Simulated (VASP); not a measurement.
Set up this calculation in VASP 6.6.1, as the native input.

```yaml
Task: single point
Functional: PBE
Dispersion: D3(BJ)
Potentials_or_basis: VASP PAW PBE potentials, release 64 (Ni, Si)
Cutoff: 520 eV
k_mesh: 5 × 8 × 5
Occupations: fermi-dirac, width 0.05 eV
Spin: collinear spin, ferromagnetic start
Starting_moments: "[1.0, 1.0, 1.0, 1.0, 0.0, 0.0, 0.0, 0.0] μB"
Dipole_correction: no
Further_INCAR_settings: ALGO = Normal; EDIFF = 1e-06; NBANDS = 42
```

The structure of SiNi lies in POSCAR:

```
SiNi
1.0
    5.1731000000      0.0000000000      0.0000000000
    0.0000000000      3.3381000000      0.0000000000
    0.0000000000      0.0000000000      5.6049000000
Ni Si
4 4
Direct
    0.9922100000      0.7500000000      0.8124800000
    0.5077900000      0.2500000000      0.3124800000
    0.4922100000      0.7500000000      0.6875200000
    0.0077900000      0.2500000000      0.1875200000
    0.6787200000      0.2500000000      0.9175000000
    0.8212800000      0.7500000000      0.4175000000
    0.1787200000      0.2500000000      0.5825000000
    0.3212800000      0.7500000000      0.0825000000
```

These files were run (other wordings do the same):

INCAR

```
SYSTEM = SiNi
  ALGO = Normal
  EDIFF = 1E-6
  ENCUT = 520
  GGA = PE
  ISIF = 2
  ISMEAR = -1
  ISPIN = 2
  IVDW = 12
  LASPH = .TRUE.
  LCHARG = .TRUE.
  LELF = .TRUE.
  LMAXMIX = 4
  LORBIT = 11
  LREAL = .FALSE.
  LVHAR = .TRUE.
  LWAVE = .FALSE.
  MAGMOM = 1 1 1 1 0 0 0 0
  NBANDS = 42
  NELM = 150
  PREC = Accurate
  SIGMA = 0.05
```

KPOINTS

```
k-points
0
G
  5 8 5
  0 0 0
```

Potentials or basis: VASP PAW PBE potentials, release 64 (Ni, Si).

Launch:

```console
$ cat potpaw_PBE.64/Ni/POTCAR potpaw_PBE.64/Si/POTCAR > POTCAR
$ mpirun -np 1 vasp_std > vasp.out
```

It gave:

```
Pressure                                              : -4.0 GPa
Largest force                                         : 0.072 eV/Å
Band gap on the k mesh                                : zero (filled and empty bands overlap)
Net moment                                            : 0.00 μB per cell
Valence electrons inside the program's atomic spheres : Ni 9.59; Si 1.61
Dispersion energy per atom                            : -0.467 eV
```

Caveat: three body term missing; the cell stands under tension; the moments typed at the start vanished in this run.

It took 5.5 min on 1 thread of Intel(R) Xeon(R) Platinum 8259CL CPU @ 2.50GHz (Skylake/Cascade Lake), with other jobs on the host, peak memory 0.41 GiB.
